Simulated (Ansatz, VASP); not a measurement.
One calculation of Os, two programs

```
CELL_PARAMETERS angstrom
2.78772 0.00000 0.00000
-1.39386 2.41424 0.00000
0.00000 0.00000 4.40442
ATOMIC_POSITIONS crystal
Os 0.66667 0.33333 0.75000
Os 0.33333 0.66667 0.25000
```

Alike in both runs: task single point; functional BLYP; k mesh 11 × 11 × 6; occupations fermi-dirac, width 0.05 eV; no spin polarisation.

|  | VASP | Ansatz |
| --- | --- | --- |
| version | VASP 6.6.1 | Ansatz 0.2.0 |
| potentials or method | VASP PAW PBE potentials, release 64 (Os_sv_GW) | Ansatz PAW |
| plane-wave cutoff (eV) | 560 | 420 |
| valence electrons in the cell | 32 | 32 |

|  | VASP | Ansatz | Ansatz less VASP |
| --- | --- | --- | --- |
| gap on the k mesh at the Fermi level (eV) | none | none | - |
| pressure (GPa) | 2.1 | 2.0 | -0.09 |
| traceless stress, the component that is largest in VASP (GPa) | -0.64 | -0.77 | -0.132 |

VASP's potentials were made for PBE, not for BLYP. A gap of «none» marks a metal or a gap that the smearing closes.

Neither program's run includes spin-orbit coupling.
